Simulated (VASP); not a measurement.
# ZnHg (P-6m2) in VASP: notebook

The runs below take ZnHg through single point, relaxation of cell and atoms, with PBE.

Program: VASP 6.6.1. These are calculated values, not measurements. Logs are shortened: lines on timing, memory, paths and dates and some standing lists are left out, and cuts for length are marked.

### 1 The cell of the first run

The structure is hexagonal, space group P-6m2 (No. 187). Conventional cell: a = 3.377 Å, b = 3.377 Å, c = 4.240 Å, α = 90.00°, β = 90.00°, γ = 120.00°. Zn (site symmetry -6m2) has 6 Hg at 2.88 Å and 6 Zn at 3.38 Å within 3.8 Å. Hg (site symmetry -6m2) has 6 Zn at 2.88 Å and 6 Hg at 3.38 Å within 3.8 Å.

### 2 Single point, PBE

The input, INCAR:

```
SYSTEM = ZnHg
PREC     = Accurate       ! precision mode
ENCUT    = 500            ! plane-wave cutoff, eV
EDIFF    = 1E-6           ! SCF threshold, eV
ISMEAR   = 0              ! smearing method
SIGMA    = 0.1            ! smearing width, eV
LREAL    = .False.        ! projectors in reciprocal space
LASPH    = .True.         ! aspherical terms in the spheres
NELM     = 120            ! most SCF steps
ALGO     = Normal         ! electronic algorithm
ISIF     = 2              ! what is computed and relaxed
LWAVE    = .False.        ! write WAVECAR
LCHARG   = .False.        ! write CHGCAR
GGA      = PE             ! functional
NBANDS   = 19             ! bands
GGA_COMPAT= .False.
```

The input, KPOINTS:

```
Automatic mesh
0
Gamma
  15 15 8
  0 0 0
```

The input, POSCAR:

```
ZnHg
1.0
    3.3773880558      0.0000000000      0.0000000000
   -1.6886940279      2.9249038547      0.0000000000
    0.0000000000      0.0000000000      4.2400316214
Zn Hg
1 1
Direct
    0.6666666667      0.3333333333      0.5000000000
    0.3333333333      0.6666666667      0.0000000000
```

Potentials or basis: VASP PAW PBE potentials, release 64 (Zn, Hg).

Launch:

```sh
$ cat potpaw_PBE.64/Zn/POTCAR potpaw_PBE.64/Hg/POTCAR > POTCAR
$ mpirun -np 1 vasp_std > vasp.out
```

OUTCAR:

```text
SYSTEM = ZnHg
   PREC = Accurate
   ENCUT = 500
   EDIFF = 1E-6
   ISMEAR = 0
   LREAL = .False.
   LASPH = .True.
   NELM = 120
   ISIF = 2
   GGA = PE

 ion  position               nearest neighbor table
   1  0.667  0.333  0.500-   2 2.88   2 2.88   2 2.88   2 2.88   2 2.88   2 2.88
   2  0.333  0.667  0.000-   1 2.88   1 2.88   1 2.88   1 2.88   1 2.88   1 2.88

  LATTYP: Found a hexagonal cell.
 ALAT       =     3.3773880558
 C/A-ratio  =     1.2554173673

  Lattice vectors:

 A1 = (   3.3773880558,   0.0000000000,   0.0000000000)
 A2 = (  -1.6886940279,   2.9249038547,   0.0000000000)
 A3 = (   0.0000000000,   0.0000000000,   4.2400316214)

Analysis of symmetry for initial positions (statically):
=====================================================================
 Subroutine PRICEL returns:
 Original cell was already a primitive cell.

 Routine SETGRP: Setting up the symmetry group for a
 hexagonal supercell.

 Subroutine GETGRP returns: Found 12 space group operations
 (whereof 12 operations were pure point group operations)
 out of a pool of 24 trial point group operations.

The static configuration has the point symmetry D_3h.

Analysis of symmetry for dynamics (positions and initial velocities):
=====================================================================
 Subroutine PRICEL returns:
 Original cell was already a primitive cell.

 Routine SETGRP: Setting up the symmetry group for a
 hexagonal supercell.

 Subroutine GETGRP returns: Found 12 space group operations
 (whereof 12 operations were pure point group operations)
 out of a pool of 24 trial point group operations.

The dynamic configuration has the point symmetry D_3h.

 Subroutine INISYM returns: Found 12 space group operations
 (whereof 12 operations are pure point group operations),
 and found     1 'primitive' translations

----------------------------------------------------------------------------------------

                                     Primitive cell

  volume of cell :      41.8853

  direct lattice vectors                    reciprocal lattice vectors
     3.377388056  0.000000000  0.000000000     0.296086794  0.170945790  0.000000000
    -1.688694028  2.924903855  0.000000000     0.000000000  0.341891580  0.000000000
     0.000000000  0.000000000  4.240031621     0.000000000  0.000000000  0.235847298

  length of vectors
     3.377388056  3.377388056  4.240031621     0.341891580  0.341891580  0.235847298

  position of ions in fractional coordinates (direct lattice)
     0.666666667  0.333333333  0.500000000
     0.333333333  0.666666667  0.000000000

  ion indices of the primitive-cell ions
   primitive index   ion index
                 1           1
                 2           2

----------------------------------------------------------------------------------------

 KPOINTS: Automatic mesh

Automatic generation of k-mesh.
 Grid dimensions read from file:
 generate k-points for:   15   15    8

 Generating k-lattice:

  Cartesian coordinates                     Fractional coordinates (reciprocal lattice)
     0.019739120  0.011396386  0.000000000     0.066666667  0.000000000  0.000000000
     0.000000000  0.022792772  0.000000000     0.000000000  0.066666667  0.000000000
     0.000000000  0.000000000  0.029480912     0.000000000  0.000000000  0.125000000

  Length of vectors
     0.022792772  0.022792772  0.029480912

  Shift w.r.t. Gamma in fractional coordinates (k-lattice)
     0.000000000  0.000000000  0.000000000

 Subroutine IBZKPT returns following result:
 ===========================================

 Found    135 irreducible k-points:

 Following reciprocal coordinates:
            Coordinates               Weight
  0.000000  0.000000  0.000000      1.000000
  0.066667  0.000000  0.000000      6.000000
  0.133333  0.000000  0.000000      6.000000
  0.200000 -0.000000  0.000000      6.000000
  0.266667  0.000000  0.000000      6.000000
  0.333333 -0.000000  0.000000      6.000000
[... 16 lines left out ...]
  0.333333  0.200000  0.000000     12.000000
  0.400000  0.200000  0.000000      6.000000
 [... further k-points ...]
   k-points           NKPTS =    135   k-points in BZ     NKDIM =    135   number of bands    NBANDS=     19
   number of dos      NEDOS =    301   number of ions     NIONS =      2
   total plane-waves  NPLWV =  25088
   dimension x,y,z NGX =    28 NGY =   28 NGZ =   32
   dimension x,y,z NGXF=    56 NGYF=   56 NGZF=   64
   ions per type =               1   1
   NGX,Y,Z   is equivalent  to a cutoff of  13.78, 13.78, 12.55 a.u.
   NGXF,Y,Z  is equivalent  to a cutoff of  27.57, 27.57, 25.09 a.u.
 SYSTEM =  ZnHg
   PREC   = accura    normal or accurate (medium, high low for compatibility)
   ISTART =      0    job   : 0-new  1-cont  2-samecut
   ICHARG =      2    charge: 1-file 2-atom 10-const
   ISPIN  =      1    spin polarized calculation?
   LNONCOLLINEAR =      F non collinear calculations
   LSORBIT =      F    spin-orbit coupling
   LASPH  =      T    aspherical Exc in radial PAW
   ENCUT  =  500.0 eV  36.75 Ry    6.06 a.u.   6.16  6.16  7.73*2*pi/ulx,y,z
   NELM   =    120;   NELMIN=  2; NELMDL= -5     # of ELM steps
   EDIFF  = 0.1E-05   stopping-criterion for ELM
   LREAL  =      F    real-space projection
   EDIFFG = 0.1E-04   stopping-criterion for IOM
   NSW    =      0    number of steps for IOM
   IBRION =     -1    ionic relax: 0-MD 1-quasi-New 2-CG
   NFREE  =      0    steps in history (QN), initial steepest desc. (CG)
   ISIF   =      2    stress and relaxation
   ISYM   =      2    0-nonsym 1-usesym 2-fastsym
   POTIM  = 0.5000    time-step for ionic-motion
   TEBEG  =    0.0;   TEEND  =   0.0 temperature during run
   PSTRESS=    0.0 pullay stress
   NELECT =      24.0000    total number of electrons
   NUPDOWN=      -1.0000    fix difference up-down
   EMIN   =  10.00;   EMAX   =-10.00  energy-range for DOS
   EFERMI =   0.00;   METHOD = LEGACY
   ISMEAR =     0;   SIGMA  =   0.10  broadening in eV -4-tet -1-fermi 0-gaus
   EFERMI_NEDOS =   21; number of points for ismear=-14 and -15
   IALGO  =     38    algorithm
   IMIX   =      4    mixing-type and parameters
     AMIX     =   0.40;   BMIX     =  1.00
     AMIX_MAG =   1.60;   BMIX_MAG =  1.00
  volume/ion in A,a.u.               =      20.94       141.33
  Fermi-wavevector in a.u.,A,eV,Ry     =   1.359747  2.569549 25.155964  1.848911
  Thomas-Fermi vector in A             =   2.486468
   LORBIT       =      0    0 simple, 1 ext, 2 COOP (PROOUT), +10 PAW based schemes
   GGA     = PE    functional components
   LHFCALC =     F    Hartree Fock is set to
   AEXX    =    0.0000 exact exchange contribution
   IVDW    =     0    specifies the selected vdW correction
   LEPSILON=     F    determine dielectric tensor
   LRPA    =     F    only Hartree local field effects (RPA)
 non-spin polarized calculation
 Gauss-broadening in eV      SIGMA  =   0.10
  energy-cutoff  :      500.00
  volume of cell :       41.89
 maximum number of plane-waves:      1084
 NGX is ok and might be reduce to    28
   NGX = 13   NGY = 13   NGZ = 15

 number of electron      24.0000000 magnetization

 Free energy of the ion-electron system (eV)
  ---------------------------------------------------
  ext. energy  EPLUGINS =         0.00000000
  ---------------------------------------------------
  free energy    TOTEN  =        -1.02847101 eV

  energy without entropy =       -1.02516643  energy(sigma->0) =       -1.02681872

 E-fermi :   2.5682     XC(G=0): -10.7398

 val. band max:        2.5277492905   @ k =   0.2667   0.0000   0.1250
 cond. band min:       2.5767940570   @ k =   0.3333   0.0667   0.2500
 fundamental gap:      0.0490447665
 Fermi energy:         2.5682457239

 k-point     1 :       0.0000    0.0000    0.0000
  band No.  band energies     occupation
      1      -6.7358      2.00000
      2      -5.5122      2.00000
      3      -4.8682      2.00000
      4      -4.8682      2.00000
      5      -4.7585      2.00000
      6      -4.7585      2.00000
[... 11 lines left out ...]
     18      14.1189      0.00000
     19      15.8646      0.00000

 k-point     2 :       0.0667    0.0000    0.0000
  band No.  band energies     occupation
      1      -6.6525      2.00000
      2      -5.4921      2.00000
      3      -4.8824      2.00000
      4      -4.8776      2.00000
      5      -4.7859      2.00000
      6      -4.7351      2.00000
[... 11 lines left out ...]
     18      14.8110      0.00000
     19      16.7394      0.00000

 k-point     3 :       0.1333    0.0000    0.0000
  band No.  band energies     occupation
      1      -6.4120      2.00000
      2      -5.4414      2.00000
      3      -4.9210      2.00000
      4      -4.9081      2.00000
      5      -4.8426      2.00000
      6      -4.6777      2.00000
[... 11 lines left out ...]
     18      15.6983      0.00000
     19      16.8339      0.00000

 k-point     4 :       0.2000   -0.0000    0.0000
  band No.  band energies     occupation
      1      -6.0553      2.00000
      2      -5.3920      2.00000
      3      -4.9745      2.00000
      4      -4.9652      2.00000
      5      -4.8664      2.00000
      6      -4.6160      2.00000
[... 11 lines left out ...]
     18      15.3180      0.00000
     19      16.6362      0.00000

 k-point     5 :       0.2667    0.0000    0.0000
  band No.  band energies     occupation
      1      -5.7012      2.00000
      2      -5.3815      2.00000
      3      -5.0485      2.00000
      4      -5.0321      2.00000
      5      -4.7785      2.00000
      6      -4.5629      2.00000
[... 11 lines left out ...]
     18      13.8835      0.00000
     19      16.6984      0.00000

 k-point     6 :       0.3333   -0.0000    0.0000
  band No.  band energies     occupation
      1      -5.5460      2.00000
      2      -5.3616      2.00000
      3      -5.1427      2.00000
      4      -5.0840      2.00000
      5      -4.6162      2.00000
      6      -4.5185      2.00000
[... 11 lines left out ...]
     18      12.8126      0.00000
     19      16.2399      0.00000

 k-point     7 :       0.4000    0.0000    0.0000
  band No.  band energies     occupation
      1      -5.5622      2.00000
      2      -5.3103      2.00000
      3      -5.2228      2.00000
      4      -5.1228      2.00000
      5      -4.4900      2.00000
      6      -4.4855      2.00000
[... 11 lines left out ...]
     18      12.2518      0.00000
     19      15.8233      0.00000

 k-point     8 :       0.4667   -0.0000    0.0000
  band No.  band energies     occupation
      1      -5.5889      2.00000
      2      -5.2873      2.00000
      3      -5.2681      2.00000
      4      -5.1434      2.00000
      5      -4.4678      2.00000
      6      -4.4213      2.00000
[... 256 lines left out ...]
 k-point    20 :       0.4000    0.1333    0.0000
  band No.  band energies     occupation
      1      -5.4651      2.00000
      2      -5.3621      2.00000
      3      -5.2618      2.00000
      4      -5.0206      2.00000
      5      -4.6214      2.00000
      6      -4.4886      2.00000
[... 11 lines left out ...]
     18      13.7237      0.00000
     19      13.8566      0.00000

 k-point    21 :       0.2000    0.2000    0.0000
  band No.  band energies     occupation
      1      -5.3747      2.00000
      2      -5.2857      2.00000
      3      -5.2560      2.00000
      4      -4.9526      2.00000
      5      -4.8544      2.00000
      6      -4.4400      2.00000
[... 11 lines left out ...]
     18      13.3862      0.00000
     19      14.9678      0.00000

 k-point    22 :       0.2667    0.2000    0.0000
  band No.  band energies     occupation
      1      -5.3408      2.00000
      2      -5.3260      2.00000
      3      -5.2681      2.00000
      4      -4.9450      2.00000
      5      -4.7790      2.00000
      6      -4.5054      2.00000
[... 11 lines left out ...]
     18      12.7362      0.00000
     19      14.2469      0.00000

 k-point    23 :       0.3333    0.2000    0.0000
  band No.  band energies     occupation
      1      -5.3966      2.00000
      2      -5.3399      2.00000
      3      -5.2467      2.00000
      4      -4.9390      2.00000
      5      -4.7323      2.00000
      6      -4.5484      2.00000
[... 11 lines left out ...]
     18      12.4509      0.00000
     19      13.8557      0.00000

 k-point    24 :       0.4000    0.2000    0.0000
  band No.  band energies     occupation
      1      -5.4160      2.00000
      2      -5.3495      2.00000
      3      -5.2386      2.00000
      4      -4.9367      2.00000
      5      -4.7179      2.00000
      6      -4.5635      2.00000
[... 11 lines left out ...]
     18      12.3584      0.00000
     19      13.7326      0.00000

 [... further k-points ...]

------------------------ aborting loop because EDIFF is reached ----------------------------------------

  FORCE on cell =-STRESS in cart. coord.  units (eV):
  Direction    XX          YY          ZZ          XY          YZ          ZX
  --------------------------------------------------------------------------------------
  -------------------------------------------------------------------------------------
  Total        0.0582328      0.0582328      0.0772971      0.0000000     -0.0000000      0.0000000
  in kB        2.2274932      2.2274932      2.9567350      0.0000000     -0.0000000      0.0000000
  external PRESSURE =       2.4705738 kB  Pullay stress =       0.0000000 kB

 VOLUME and BASIS-vectors are now :
 -----------------------------------------------------------------------------
  energy-cutoff  :      500.00
  volume of cell :       41.89
      direct lattice vectors                 reciprocal lattice vectors
     3.377388056  0.000000000  0.000000000     0.296086794  0.170945790  0.000000000
    -1.688694028  2.924903855  0.000000000     0.000000000  0.341891580  0.000000000
     0.000000000  0.000000000  4.240031621     0.000000000  0.000000000  0.235847298

 POSITION                                       TOTAL-FORCE (eV/Angst)
 -----------------------------------------------------------------------------------
      1.68869      0.97497      2.12002        -0.000000     -0.000000      0.000000
     -0.00000      1.94994      0.00000         0.000000      0.000000      0.000000
 -----------------------------------------------------------------------------------
    total drift:                                0.000002     -0.000001      0.000000

  FREE ENERGIE OF THE ION-ELECTRON SYSTEM (eV)
  ---------------------------------------------------
  free  energy   TOTEN  =        -1.0284710097 eV

  energy  without entropy=       -1.0251664294  energy(sigma->0) =       -1.02681872
```

Wall time 46 s (1 thread of Intel Xeon 6975P-C (Granite Rapids), shared host); peak memory 0.24 GiB.

Results:

- Free energy: -1.0285 eV
- Pressure: 0.2 GPa
- Band gap on the k mesh: zero (bands 12 and 13 overlap by 2.37 eV)

Caveat: spin-orbit coupling is left out, which moves the levels of the heavy elements.

### 3 Single point, PBE

This run uses another cell than the first one, of 21.05 Å³/atom.

The input, INCAR:

```
SYSTEM = ZnHg
PREC = Accurate ; ENCUT = 500
EDIFF = 1E-6 ; ISMEAR = 0
SIGMA = 0.1 ; LREAL = .FALSE.
LASPH = .TRUE. ; NELM = 120
ALGO = Normal ; ISIF = 2
LWAVE = .FALSE. ; LCHARG = .FALSE.
GGA = PE ; NBANDS = 19
GGA_COMPAT = .FALSE.
```

The input, KPOINTS:

```
Automatic mesh
0
G
  15 15 10
  0 0 0
```

The input, POSCAR:

```
ZnHg
1.0
    3.4013202338      0.0000000000      0.0000000000
   -1.7006601169      2.9456297289      0.0000000000
    0.0000000000      0.0000000000      4.2020071695
Zn Hg
1 1
Direct
    0.6666666667      0.3333333333      0.5000000000
    0.3333333333      0.6666666667      0.0000000000
```

Potentials or basis: VASP PAW PBE potentials, release 64 (Zn, Hg).

Launch:

```sh
$ cat potpaw_PBE.64/Zn/POTCAR potpaw_PBE.64/Hg/POTCAR > POTCAR
$ mpirun -np 1 vasp_std > vasp.out
```

Run time: 49 s. Hardware: 1 thread of Intel Xeon 6975P-C (Granite Rapids), shared host; peak memory 0.26 GiB.

It converged, with:

* Free energy: -1.0296 eV
* Pressure: 0.2 GPa
* Band gap on the k mesh: zero (bands 12 and 13 overlap by 2.59 eV)

Stress tensor (GPa, compression positive):
```
0.21 0.00 0.00
0.00 0.21 0.00
0.00 0.00 0.31
```

Levels at points of the mesh, in eV from the Fermi level:
```
           k point  band 10  band 11  band 12  band 13  band 14  band 15
(0.00, 0.00, 0.00)    -6.47    -6.47     0.00     2.06     8.54     8.54
(0.00, 0.00, 0.50)    -6.51    -6.49    -6.16     9.58     9.58    10.85
```

Caveat: spin-orbit coupling is left out, which moves the levels of the heavy elements.

### 4 Single point, PBE

This run uses another cell than the first one, of 21.11 Å³/atom.

The input, INCAR:

```
SYSTEM = ZnHg
PREC = Accurate
ENCUT = 500
EDIFF = 1E-6
ISMEAR = -1
SIGMA = 0.15
LREAL = .False.
LASPH = .True.
NELM = 120
ALGO = Normal
ISIF = 2
LWAVE = .False.
LCHARG = .False.
GGA = PE
NBANDS = 19
GGA_COMPAT = .False.
```

The input, KPOINTS:

```
Automatic mesh
0
Gamma
  15 15 10
  0 0 0
```

The input, POSCAR:

```
ZnHg
1.0
    3.4114848999      0.0000000000      0.0000000000
   -1.7057424500      2.9544325880      0.0000000000
    0.0000000000      0.0000000000      4.1885764786
Zn Hg
1 1
Direct
    0.6666666667      0.3333333333      0.5000000000
    0.3333333333      0.6666666667      0.0000000000
```

Launch:

```sh
$ cat potpaw_PBE.64/Zn/POTCAR potpaw_PBE.64/Hg/POTCAR > POTCAR
$ mpirun -np 1 vasp_std > vasp.out
```

Run time: 46 s. Hardware: 1 thread of Intel Xeon 6975P-C (Granite Rapids), shared host; peak memory 0.26 GiB.

Results (log left out):

| Quantity | Value |
| --- | --- |
| Free energy | -1.0515 eV |
| Pressure | 0.2 GPa |
| Band gap on the k mesh | zero (bands 12 and 13 overlap by 2.65 eV) |

Stress tensor (GPa, compression positive):
```
0.22 0.00 0.00
0.00 0.22 0.00
0.00 0.00 0.30
```

Levels at points of the mesh, in eV from the Fermi level:
| k point | band 8 | band 9 | band 10 | band 11 | band 12 | band 13 | band 14 | band 15 | band 16 | band 17 |
| --- | --- | --- | --- | --- | --- | --- | --- | --- | --- | --- |
| (0.00, 0.00, 0.00) | -7.09 | -6.83 | -6.46 | -6.46 | 0.06 | 2.13 | 8.45 | 8.45 | 10.88 | 11.33 |
| (0.00, 0.00, 0.50) | -6.64 | -6.51 | -6.51 | -6.46 | -6.13 | 9.51 | 9.51 | 10.84 | 11.64 | 11.64 |

Caveat: spin-orbit coupling is left out, which moves the levels of the heavy elements.

### 5 Single point, PBE

This run uses another cell than the first one, of 21.11 Å³/atom.

The input, INCAR:

```
ALGO = Normal
EDIFF = 1E-6
ENCUT = 500
GGA = PE
GGA_COMPAT = False
ISIF = 2
ISMEAR = -1
LASPH = True
LCHARG = False
LREAL = False
LWAVE = False
NBANDS = 19
NELM = 120
PREC = Accurate
SIGMA = 0.15
```

The input, KPOINTS:

```
k-points
0
Gamma
  15 15 10
```

POSCAR is that of step 4.

Launch:

```sh
$ cat potpaw_PBE.64/Zn/POTCAR potpaw_PBE.64/Hg/POTCAR > POTCAR
$ mpirun -np 1 vasp_std > vasp.out
```

Run time: 48 s. Hardware: 1 thread of Intel Xeon 6975P-C (Granite Rapids), shared host; peak memory 0.26 GiB.

It converged, with:

| Item | Value |
| --- | --- |
| Free energy | -1.0515 eV |
| Pressure | 0.2 GPa |
| Band gap on the k mesh | zero (bands 12 and 13 overlap by 2.65 eV) |

Stress tensor (GPa, compression positive):
```
0.22 0.00 0.00
0.00 0.22 0.00
0.00 0.00 0.30
```

Levels at points of the mesh, in eV from the Fermi level:
```csv
k point,band 9,band 10,band 11,band 12,band 13,band 14,band 15,band 16
"(0.00, 0.00, 0.00)",-6.83,-6.46,-6.46,0.06,2.13,8.45,8.45,10.88
"(0.00, 0.00, 0.50)",-6.51,-6.51,-6.46,-6.13,9.51,9.51,10.84,11.64
```

Caveat: spin-orbit coupling is left out, which moves the levels of the heavy elements.

(Part 1 of 2 ends here.)
